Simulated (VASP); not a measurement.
## NbP: single point with PBE

The system is NbP.

```
Nb P
1.0
     3.31629    0.00000    0.00000
    -1.65814    2.87199    0.00000
     0.00000    0.00000    6.71640
Nb P
2 2
Direct
  0.00000 0.00000 0.00000
  0.00000 0.00000 0.50000
  0.33333 0.66667 0.25000
  0.66667 0.33333 0.75000
```

| Quantity | Value |
| --- | --- |
| Program | VASP 6.6.1 |
| Task | single point |
| Functional | PBE |
| Potentials or basis | VASP PAW PBE potentials, release 64 (Nb_sv, P) |
| Cutoff | 500 eV |
| k mesh | 10 × 10 × 8 |
| Occupations | gaussian, width 0.05 eV |
| Spin | no spin polarisation |
| Dipole correction | no |
| Further INCAR settings | ALGO = Normal; EDIFF = 1e-06; NBANDS = 26 |

* Pressure: -0.4 GPa
* Band gap on the k mesh: zero (band 18 reaches 11.00 eV, above the bottom of band 19 at 10.51 eV)

Levels at points of the mesh, in eV from the Fermi level:
| k point | band 14 | band 15 | band 16 | band 17 | band 18 | band 19 | band 20 | band 21 | band 22 | band 23 |
| --- | --- | --- | --- | --- | --- | --- | --- | --- | --- | --- |
| (0.00, 0.00, 0.00) | -2.71 | -1.05 | -0.57 | -0.57 | -0.08 | -0.08 | 1.26 | 1.26 | 1.81 | 1.81 |
| (0.50, 0.00, 0.00) | -3.31 | -2.65 | -2.54 | -1.35 | -0.43 | 0.77 | 2.75 | 2.97 | 3.07 | 3.59 |
| (0.00, 0.00, 0.50) | -1.96 | -1.96 | -1.96 | 0.24 | 0.24 | 0.54 | 0.54 | 0.54 | 0.54 | 4.11 |
| (0.50, 0.00, 0.50) | -3.76 | -2.42 | -2.42 | -1.49 | -1.49 | 2.78 | 2.78 | 2.85 | 2.85 | 3.78 |

Run time: 57 s on 1 thread of AMD EPYC 9R45 96-Core Processor (Zen 5) (shared host), peak memory 0.2 GiB.
